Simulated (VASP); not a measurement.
Rb, 1 atom in the cell. It takes space group Fm-3m (No. 225, cubic). The conventional cell has a = 6.721 Å, b = 6.721 Å, c = 6.721 Å, α = 90.00°, β = 90.00°, γ = 90.00°.  This cell differs from its parent crystal: volume scaled by 0.88.

```yaml
Program: VASP 6.6.1
Task: single point
Functional: PBE
Dispersion: D3(BJ)
Potentials_or_basis: VASP PAW PBE potentials, release 64 (Rb_sv)
Cutoff: 520 eV
k_mesh: 10 × 10 × 10
Occupations: gaussian, width 0.1 eV
Spin: no spin polarisation
Dipole_correction: no
Further_INCAR_settings: ALGO = Normal; EDIFF = 1e-07; NBANDS = 10
```

Potentials or basis: VASP PAW PBE potentials, release 64 (Rb_sv).

Launch:

```bash
$ cat potpaw_PBE.64/Rb_sv/POTCAR > POTCAR
$ mpirun -np 1 vasp_std > vasp.out
```

Hardware: 1 thread of Intel Xeon 8259CL (shared host).

Question: Estimate the wall time of this run.

Answer: It took 49 s on 1 thread of Intel Xeon 8259CL, with other jobs on the host, peak memory 0.22 GiB. Counts: scf iterations 11, k points 47.
